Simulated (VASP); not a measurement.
Here is a VASP 6.6.1 calculation.

File INCAR:

```
SYSTEM = Pt
PREC = Accurate ; ENCUT = 570
EDIFF = 1E-7 ; ISMEAR = -1
SIGMA = 0.05 ; LREAL = .False.
LASPH = .True. ; NELM = 120
ALGO = Normal ; ISIF = 3
LWAVE = .False. ; LCHARG = .False.
IBRION = 2 ; NSW = 60
EDIFFG = -0.01 ; GGA_COMPAT = .False.
NELMIN = 4
```

Contents of KPOINTS:

```
regular mesh
0
Gamma
  12 12 12
  0 0 0
```

The input POSCAR:

```
Pt
1.0
   -1.5842200000      1.5842200000      1.5842200000
    1.5842200000     -1.5842200000      1.5842200000
    1.5842200000      1.5842200000     -1.5842200000
Pt
1
Direct
    0.0000000000      0.0000000000      0.0000000000
```

Potentials or basis: VASP PAW LDA potentials, release 64 (Pt_sv_GW).

Launch:

```sh
$ cat potpaw_LDA.64/Pt_sv_GW/POTCAR > POTCAR
$ mpirun -np 1 vasp_std > vasp.out
```

(1) Predict the relaxed volume.

(2) What does it give for the band gap on the k mesh?

Answers

(1) 14.91 Å³/atom.

(2) zero (bands 9 and 10 overlap by 2.38 eV).

Caveat: spin-orbit coupling is left out, which moves the levels of the heavy elements.
